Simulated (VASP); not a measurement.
BaTiO3: single point with PBE

BaTiO3:

```
Ba Ti O
1.0
     3.69769    0.00000    0.00000
     0.00000    3.69769    0.00000
     0.00000    0.00000    3.85851
Ba Ti O
1 1 3
Direct
  0.00000 0.00000 0.00000
  0.50000 0.50000 0.50000
  0.50000 0.50000 0.00000
  0.50000 0.00000 0.50000
  0.00000 0.50000 0.50000
```

This cell differs from its parent crystal: strain -0.080 along x and y, -0.040 along z.

```json
{
 "Program": "VASP 6.6.1",
 "Task": "single point",
 "Functional": "PBE",
 "Potentials or basis": "VASP PAW PBE potentials, release 64 (Ba_sv, Ti_sv, O)",
 "Cutoff": "520 eV",
 "k mesh": "8 × 8 × 8",
 "Occupations": "gaussian, width 0.05 eV",
 "Spin": "no spin polarisation"
}
```

```json
{
 "Pressure": "58.2 GPa",
 "Band gap on the k mesh": "1.91 eV, direct"
}
```

Stress tensor (GPa, compression positive):
```
64.39  0.00  0.00
 0.00 64.39  0.00
 0.00  0.00 45.95
```

Levels at points of the mesh, in eV from the valence-band top:
```
           k point  band 17  band 18  band 19  band 20  band 21  band 22  band 23  band 24
(0.00, 0.00, 0.00)    -1.49    -0.12     0.00     0.00     1.91     1.91     2.02     4.70
(0.50, 0.00, 0.00)    -2.33    -2.25    -0.82    -0.81     2.21     4.55     4.57     5.13
(0.50, 0.50, 0.00)    -1.78    -0.51    -0.51    -0.16     4.58     4.58     5.10     6.07
(0.00, 0.00, 0.50)    -1.80    -1.80    -0.71    -0.71     2.23     4.09     4.09     5.48
(0.50, 0.00, 0.50)    -1.61    -0.99    -0.97    -0.38     4.12     4.58     4.83     6.59
(0.50, 0.50, 0.50)    -2.21    -0.16    -0.16    -0.06     5.30     5.30     5.52     7.37
```

It took 69 s on 1 thread of AMD EPYC 9R45 96-Core Processor (Zen 5), on a shared host, peak memory 0.21 GiB.

Caveat: the cell differs from its parent crystal (strain -0.080 along x and y, -0.040 along z); spin-orbit coupling is left out, which moves the levels of the heavy elements. A k mesh can miss the band edges.
